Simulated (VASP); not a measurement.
## AgCl: single point with PBE

The system is AgCl.

```
Ag Cl
1.0
     3.43397    0.00000    0.00000
     0.00000    3.43397    0.00000
     0.00000    0.00000    3.43397
Ag Cl
1 1
Direct
  0.00000 0.00000 0.00000
  0.50000 0.50000 0.50000
```

* Program: VASP 6.6.1
* Task: single point
* Functional: PBE
* Potentials or basis: VASP PAW PBE potentials, release 64 (Ag_sv_GW, Cl)
* Cutoff: 630 eV
* k mesh: 1 × 3 × 4
* Occupations: gaussian, width 0.1 eV
* Spin: collinear spin
* Starting moments: [2.0, 0.0] μB

* Pressure: 2.4 GPa
* Band gap on the k mesh: 0.41 eV (least direct gap 1.85 eV)
* Net moment: 0.00 μB per cell
* Valence electrons inside the program's atomic spheres: Ag 16.72; Cl 5.13

Stress tensor (GPa, compression positive):
```
 6.97  0.00  0.00
 0.00  0.43  0.00
 0.00  0.00 -0.20
```

Levels at points of the mesh, in eV from the valence-band top:
Spin up:
| k point | band 11 | band 12 | band 13 | band 14 | band 15 | band 16 |
| --- | --- | --- | --- | --- | --- | --- |
| (0.00, 0.00, 0.00) | -1.63 | -1.61 | -1.44 | 0.41 | 9.22 | 9.49 |
| (0.00, 0.00, 0.50) | -1.67 | -0.16 | 0.00 | 4.78 | 5.33 | 9.46 |
Spin down:
| k point | band 10 | band 11 | band 12 | band 13 | band 14 | band 15 | band 16 | band 17 |
| --- | --- | --- | --- | --- | --- | --- | --- | --- |
| (0.00, 0.00, 0.00) | -2.01 | -1.63 | -1.61 | -1.44 | 0.41 | 9.22 | 9.49 | 13.48 |
| (0.00, 0.00, 0.50) | -1.96 | -1.67 | -0.16 | 0.00 | 4.78 | 5.33 | 9.46 | 9.83 |

Wall time 18 s on 1 thread of AMD EPYC 7R13 Processor (Zen 3) (shared host), peak memory 0.16 GiB.

Caveat: the k points lie up to 1.83 Å⁻¹ apart, too coarse for converged energies, forces and pressures; semilocal functionals underestimate gaps, and a narrow one can read as zero. A k mesh can miss the band edges.
